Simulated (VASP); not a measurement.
Cl:

```
Cl
1.0
     0.00000    3.07500    3.07500
     3.07500    0.00000    3.07500
     3.07500    3.07500    0.00000
Cl
2
Direct
  0.00000 0.00000 0.00000
  0.25000 0.25000 0.25000
```

```yaml
Program: VASP 6.6.1
Task: relaxation of cell and atoms
Functional: PBEsol
Potentials_or_basis: VASP PAW PBE potentials, release 64 (Cl)
Cutoff: 500 eV
k_mesh: 5 × 5 × 5
Occupations: fermi-dirac, width 0.02 eV
Spin: no spin polarisation
```

At the start: pressure 1.7 GPa; volume 29.08 Å³/atom.

Where does the relaxation end?

Over 3 steps the energy falls by 9.8 meV/atom and the volume is 31.03 Å³/atom (+6.7 %); space group Fd-3m (No. 227, to 0.1 Å) before and after.

Step by step:
```tsv
step	energy change (eV)	largest force (eV/Å)	pressure (GPa)	volume (Å³)
1	0.0000	0.0000	1.74	58.15
2	-0.0180	0.0000	0.45	60.85
3	-0.0196	0.0000	-0.02	62.06
```

Final structure:
```yaml
crystal:
  lattice:
    - [0.00000, 3.14240, 3.14240]
    - [3.14240, 0.00000, 3.14240]
    - [3.14240, 3.14240, 0.00000]
  atoms:
    - { symbol: Cl, position: [0.00000, 0.00000, 0.00000] }
    - { symbol: Cl, position: [0.25000, 0.25000, 0.25000] }
```

Caveat: the PAW data sets were made with another functional, which shifts forces and pressure a little.
